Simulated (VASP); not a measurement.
# HfSn3S8 (P-3m1) in VASP: single point with PBE

Aim: the single point of HfSn3S8 with PBE.

All numbers are computed with VASP 6.6.1; they aren't measurements. Logs are shortened: lines on timing, memory, paths and dates and some standing lists are left out, and cuts for length are marked.

**1. The cell of the first run**

Symmetry: P-3m1, No. 164, trigonal system. The conventional cell has a = 7.398 Å, b = 7.398 Å, c = 6.817 Å, α = 90.00°, β = 90.00°, γ = 120.00°. Hf (site symmetry -3m) has 6 S at 2.58 Å within 3.4 Å. Within 3.4 Å of Sn (site symmetry 2/m) lie 6 S at 2.59 to 2.60 Å. Within 3.4 Å of S (site symmetry m) lie 1 Hf at 2.58 Å and 2 Sn at 2.60 Å. Within 3.4 Å of S (site symmetry 3m) lie 3 Sn at 2.59 Å.

**2. Single point, PBE**

The input, INCAR:

```
SYSTEM = HfSn3S8
  ALGO = Normal
  EDIFF = 1E-6
  ENCUT = 520
  GGA = PE
  ISIF = 2
  ISMEAR = 0
  LASPH = .True.
  LCHARG = .False.
  LREAL = .False.
  LWAVE = .False.
  NBANDS = 62
  NELM = 80
  PREC = Accurate
  SIGMA = 0.02
```

The input, KPOINTS:

```
k-points
0
Gamma
  6 6 6
  0 0 0
```

The input, POSCAR:

```
HfSn3S8
1.0
    7.3978110645      0.0000000000      0.0000000000
   -3.6989055322      6.4066923142      0.0000000000
    0.0000000000      0.0000000000      6.8166630203
Hf Sn S
1 3 8
Direct
    0.0000000000      0.0000000000      0.0000000000
    0.5000000000      0.5000000000      0.0000000000
    0.5000000000      0.0000000000      0.0000000000
    0.0000000000      0.5000000000      0.0000000000
    0.6693214961      0.8346607480      0.2165609801
    0.6666666667      0.3333333333      0.2148821639
    0.1653392520      0.8346607480      0.2165609801
    0.1653392520      0.3306785039      0.2165609801
    0.8346607480      0.6693214961      0.7834390199
    0.8346607480      0.1653392520      0.7834390199
    0.3333333333      0.6666666667      0.7851178361
    0.3306785039      0.1653392520      0.7834390199
```

Potentials or basis: VASP PAW PBE potentials, release 64 (Hf_pv, Sn_d, S).

Command:

```sh
cat potpaw_PBE.64/Hf_pv/POTCAR potpaw_PBE.64/Sn_d/POTCAR potpaw_PBE.64/S/POTCAR > POTCAR
mpirun -np 1 vasp_std > vasp.out
```

OUTCAR:

```text
SYSTEM = HfSn3S8
   EDIFF = 1E-6
   ENCUT = 520
   GGA = PE
   ISIF = 2
   ISMEAR = 0
   LASPH = .True.
   LREAL = .False.
   NELM = 80
   PREC = Accurate

 ion  position               nearest neighbor table
   1  0.000  0.000  0.000-   8 2.58   9 2.58   5 2.58  12 2.58  10 2.58   7 2.58   4 3.70   4 3.70
                             2 3.70   2 3.70   3 3.70   3 3.70
   2  0.500  0.500  0.000-   6 2.59  11 2.59   5 2.60  12 2.60   8 2.60   9 2.60   3 3.70   3 3.70
                             1 3.70   1 3.70   4 3.70   4 3.70
   3  0.500  0.000  0.000-   6 2.59  11 2.59  10 2.60   7 2.60   5 2.60  12 2.60   2 3.70   2 3.70
                             4 3.70   4 3.70   1 3.70   1 3.70
   4  0.000  0.500  0.000-   6 2.59  11 2.59  10 2.60   7 2.60   8 2.60   9 2.60   1 3.70   1 3.70
                             3 3.70   3 3.70   2 3.70   2 3.70
   5  0.669  0.835  0.217-   1 2.58   2 2.60   3 2.60
   6  0.667  0.333  0.215-   3 2.59   4 2.59   2 2.59
   7  0.165  0.835  0.217-   1 2.58   4 2.60   3 2.60
   8  0.165  0.331  0.217-   1 2.58   2 2.60   4 2.60
   9  0.835  0.669  0.783-   1 2.58   2 2.60   4 2.60
  10  0.835  0.165  0.783-   1 2.58   4 2.60   3 2.60
  11  0.333  0.667  0.785-   3 2.59   4 2.59   2 2.59
  12  0.331  0.165  0.783-   1 2.58   2 2.60   3 2.60

  LATTYP: Found a hexagonal cell.
 ALAT       =     7.3978110645
 C/A-ratio  =     0.9214432433

  Lattice vectors:

 A1 = (   7.3978110645,   0.0000000000,   0.0000000000)
 A2 = (  -3.6989055322,   6.4066923142,   0.0000000000)
 A3 = (   0.0000000000,   0.0000000000,   6.8166630203)

Analysis of symmetry for initial positions (statically):
=====================================================================
 Subroutine PRICEL returns:
 Original cell was already a primitive cell.

 Routine SETGRP: Setting up the symmetry group for a
 hexagonal supercell.

 Subroutine GETGRP returns: Found 12 space group operations
 (whereof 12 operations were pure point group operations)
 out of a pool of 24 trial point group operations.

The static configuration has the point symmetry D_3d.

Analysis of symmetry for dynamics (positions and initial velocities):
=====================================================================
 Subroutine PRICEL returns:
 Original cell was already a primitive cell.

 Routine SETGRP: Setting up the symmetry group for a
 hexagonal supercell.

 Subroutine GETGRP returns: Found 12 space group operations
 (whereof 12 operations were pure point group operations)
 out of a pool of 24 trial point group operations.

The dynamic configuration has the point symmetry D_3d.

 Subroutine INISYM returns: Found 12 space group operations
 (whereof 12 operations are pure point group operations),
 and found     1 'primitive' translations

----------------------------------------------------------------------------------------

                                     Primitive cell

  volume of cell :     323.0791

  direct lattice vectors                    reciprocal lattice vectors
     7.397811064  0.000000000  0.000000000     0.135175120  0.078043392  0.000000000
    -3.698905532  6.406692314  0.000000000     0.000000000  0.156086784  0.000000000
     0.000000000  0.000000000  6.816663020     0.000000000  0.000000000  0.146699345

  length of vectors
     7.397811064  7.397811064  6.816663020     0.156086784  0.156086784  0.146699345

  position of ions in fractional coordinates (direct lattice)
     0.000000000  0.000000000  0.000000000
     0.500000000  0.500000000  0.000000000
     0.500000000  0.000000000  0.000000000
     0.000000000  0.500000000  0.000000000
     0.669321496  0.834660748  0.216560980
     0.666666667  0.333333333  0.214882164
     0.165339252  0.834660748  0.216560980
     0.165339252  0.330678504  0.216560980
     0.834660748  0.669321496  0.783439020
     0.834660748  0.165339252  0.783439020
     0.333333333  0.666666667  0.785117836
     0.330678504  0.165339252  0.783439020

  ion indices of the primitive-cell ions
   primitive index   ion index
                 1           1
                 2           2
                 3           3
                 4           4
                 5           5
                 6           6
                 7           7
                 8           8
                 9           9
                10          10
                11          11
                12          12

----------------------------------------------------------------------------------------

 KPOINTS: k-points

Automatic generation of k-mesh.
 Grid dimensions read from file:
 generate k-points for:    6    6    6

 Generating k-lattice:

  Cartesian coordinates                     Fractional coordinates (reciprocal lattice)
     0.022529187  0.013007232  0.000000000     0.166666667  0.000000000  0.000000000
     0.000000000  0.026014464  0.000000000     0.000000000  0.166666667  0.000000000
     0.000000000  0.000000000  0.024449891     0.000000000  0.000000000  0.166666667

  Length of vectors
     0.026014464  0.026014464  0.024449891

  Shift w.r.t. Gamma in fractional coordinates (k-lattice)
     0.000000000  0.000000000  0.000000000

 Subroutine IBZKPT returns following result:
 ===========================================

 Found     34 irreducible k-points:

 Following reciprocal coordinates:
            Coordinates               Weight
  0.000000  0.000000  0.000000      1.000000
  0.166667  0.000000  0.000000      6.000000
  0.333333  0.000000  0.000000      6.000000
  0.500000  0.000000  0.000000      3.000000
  0.166667  0.166667  0.000000      6.000000
  0.333333  0.166667  0.000000     12.000000
[... 16 lines left out ...]
  0.500000  0.000000  0.333333      6.000000
  0.166667  0.166667  0.333333     12.000000
 [... further k-points ...]
   k-points           NKPTS =     34   k-points in BZ     NKDIM =     34   number of bands    NBANDS=     62
   number of dos      NEDOS =    301   number of ions     NIONS =     12
   total plane-waves  NPLWV = 169344
   dimension x,y,z NGX =    56 NGY =   56 NGZ =   54
   dimension x,y,z NGXF=   112 NGYF=  112 NGZF=  108
   ions per type =               1   3   8
   NGX,Y,Z   is equivalent  to a cutoff of  12.58, 12.58, 13.17 a.u.
   NGXF,Y,Z  is equivalent  to a cutoff of  25.17, 25.17, 26.34 a.u.
 SYSTEM =  HfSn3S8
   PREC   = accura    normal or accurate (medium, high low for compatibility)
   ISTART =      0    job   : 0-new  1-cont  2-samecut
   ICHARG =      2    charge: 1-file 2-atom 10-const
   ISPIN  =      1    spin polarized calculation?
   LNONCOLLINEAR =      F non collinear calculations
   LSORBIT =      F    spin-orbit coupling
   LASPH  =      T    aspherical Exc in radial PAW
   ENCUT  =  520.0 eV  38.22 Ry    6.18 a.u.  13.76 13.76 12.67*2*pi/ulx,y,z
   NELM   =     80;   NELMIN=  2; NELMDL= -5     # of ELM steps
   EDIFF  = 0.1E-05   stopping-criterion for ELM
   LREAL  =      F    real-space projection
   EDIFFG = 0.1E-04   stopping-criterion for IOM
   NSW    =      0    number of steps for IOM
   IBRION =     -1    ionic relax: 0-MD 1-quasi-New 2-CG
   NFREE  =      0    steps in history (QN), initial steepest desc. (CG)
   ISIF   =      2    stress and relaxation
   ISYM   =      2    0-nonsym 1-usesym 2-fastsym
   POTIM  = 0.5000    time-step for ionic-motion
   TEBEG  =    0.0;   TEEND  =   0.0 temperature during run
   PSTRESS=    0.0 pullay stress
   NELECT =     100.0000    total number of electrons
   NUPDOWN=      -1.0000    fix difference up-down
   EMIN   =  10.00;   EMAX   =-10.00  energy-range for DOS
   EFERMI =   0.00;   METHOD = LEGACY
   ISMEAR =     0;   SIGMA  =   0.02  broadening in eV -4-tet -1-fermi 0-gaus
   EFERMI_NEDOS =   21; number of points for ismear=-14 and -15
   IALGO  =     38    algorithm
   IMIX   =      4    mixing-type and parameters
     AMIX     =   0.40;   BMIX     =  1.00
     AMIX_MAG =   1.60;   BMIX_MAG =  1.00
  volume/ion in A,a.u.               =      26.92       181.69
  Fermi-wavevector in a.u.,A,eV,Ry     =   1.107402  2.092686 16.685349  1.226339
  Thomas-Fermi vector in A             =   2.243915
   LORBIT       =      0    0 simple, 1 ext, 2 COOP (PROOUT), +10 PAW based schemes
   GGA     = PE    functional components
   LHFCALC =     F    Hartree Fock is set to
   AEXX    =    0.0000 exact exchange contribution
   IVDW    =     0    specifies the selected vdW correction
   LEPSILON=     F    determine dielectric tensor
   LRPA    =     F    only Hartree local field effects (RPA)
 non-spin polarized calculation
 Gauss-broadening in eV      SIGMA  =   0.02
  energy-cutoff  :      520.00
  volume of cell :      323.08
 maximum number of plane-waves:      8719
 NGX is ok and might be reduce to    56
   NGX = 27   NGY = 27   NGZ = 25

 number of electron     100.0000014 magnetization

 Free energy of the ion-electron system (eV)
  ---------------------------------------------------
  ext. energy  EPLUGINS =         0.00000000
  ---------------------------------------------------
  free energy    TOTEN  =       -62.03104618 eV

  energy without entropy =      -62.03104618  energy(sigma->0) =      -62.03104618

 E-fermi :   2.5437     XC(G=0):  -8.5903

 val. band max:        2.3847061372   @ k =   0.3333   0.3333   0.0000
 cond. band min:       3.2799654892   @ k =   0.0000   0.0000   0.0000
 fundamental gap:      0.8952593520
 Fermi energy:         2.5437165339

 k-point     1 :       0.0000    0.0000    0.0000
  band No.  band energies     occupation
      1     -28.0987      2.00000
      2     -28.0987      2.00000
      3     -28.0642      2.00000
      4     -18.5660      2.00000
      5     -18.5228      2.00000
      6     -18.5228      2.00000
[... 54 lines left out ...]
     61       8.1063      0.00000
     62       8.1206      0.00000

 k-point     2 :       0.1667    0.0000    0.0000
  band No.  band energies     occupation
      1     -28.0987      2.00000
      2     -28.0987      2.00000
      3     -28.0642      2.00000
      4     -18.5608      2.00000
      5     -18.5220      2.00000
      6     -18.5180      2.00000
[... 1429 lines left out ...]
      6     -18.5098      2.00000
[... 54 lines left out ...]
     61       8.0576      0.00000
     62       8.0957      0.00000

 [... further k-points ...]
[... 5 lines left out ...]
  --------------------------------------------------------------------------------------
  -------------------------------------------------------------------------------------
  Total       -0.4763564     -0.4763564     -0.2369896     -0.0000000      0.0000000      0.0000000
  in kB       -2.3622922     -2.3622922     -1.1752517     -0.0000000      0.0000000      0.0000000
  external PRESSURE =      -1.9666120 kB  Pullay stress =       0.0000000 kB

 VOLUME and BASIS-vectors are now :
 -----------------------------------------------------------------------------
  energy-cutoff  :      520.00
  volume of cell :      323.08
      direct lattice vectors                 reciprocal lattice vectors
     7.397811064  0.000000000  0.000000000     0.135175120  0.078043392  0.000000000
    -3.698905532  6.406692314  0.000000000     0.000000000  0.156086784  0.000000000
     0.000000000  0.000000000  6.816663020     0.000000000  0.000000000  0.146699345

 POSITION                                       TOTAL-FORCE (eV/Angst)
 -----------------------------------------------------------------------------------
      0.00000      0.00000      0.00000        -0.000000      0.000000      0.000000
      1.84945      3.20335      0.00000        -0.000000      0.000000      0.000000
      3.69891      0.00000      0.00000        -0.000000      0.000000      0.000000
     -1.84945      3.20335      0.00000        -0.000000      0.000000      0.000000
      1.86418      5.34741      1.47622         0.026860      0.015507     -0.024023
      3.69891      2.13556      1.46478        -0.000000      0.000000     -0.009302
     -1.86418      5.34741      1.47622        -0.026860      0.015507     -0.024023
      0.00000      2.11856      1.47622        -0.000000     -0.031015     -0.024023
      3.69891      4.28814      5.34044         0.000000      0.031015      0.024023
      5.56309      1.05928      5.34044         0.026860     -0.015507      0.024023
     -0.00000      4.27113      5.35188        -0.000000      0.000000      0.009302
      1.83472      1.05928      5.34044        -0.026860     -0.015507      0.024023
 -----------------------------------------------------------------------------------
    total drift:                               -0.000000      0.000000      0.000000

  FREE ENERGIE OF THE ION-ELECTRON SYSTEM (eV)
  ---------------------------------------------------
  free  energy   TOTEN  =       -62.0310461798 eV

  energy  without entropy=      -62.0310461798  energy(sigma->0) =      -62.03104618
```

Wall time 20 min (1 thread of Oxide Virtual Turin-like, shared host); peak memory 0.75 GiB.

What came out:

```yaml
Free_energy: -62.0310 eV
Pressure: -0.2 GPa
Largest_force: 0.039 eV/Å
Band_gap_on_the_k_mesh: 0.90 eV (least direct gap 0.97 eV)
```

Forces in eV/Å, atoms in the order of the input:
```
Hf   0.000  0.000  0.000
Sn   0.000  0.000  0.000
Sn   0.000  0.000  0.000
Sn   0.000  0.000  0.000
S    0.027  0.016 -0.024
S    0.000  0.000 -0.009
S   -0.027  0.016 -0.024
S    0.000 -0.031 -0.024
S    0.000  0.031  0.024
S    0.027 -0.016  0.024
S    0.000  0.000  0.009
S   -0.027 -0.016  0.024
```

Stress tensor (GPa, compression positive):
```
-0.24  0.00  0.00
 0.00 -0.24  0.00
 0.00  0.00 -0.12
```

Caveat: spin-orbit coupling is left out, which moves the levels of the heavy elements; this functional lacks dispersion, which binds the layers, so the pressure and a relaxed spacing across them are unreliable. A k mesh can miss the band edges.
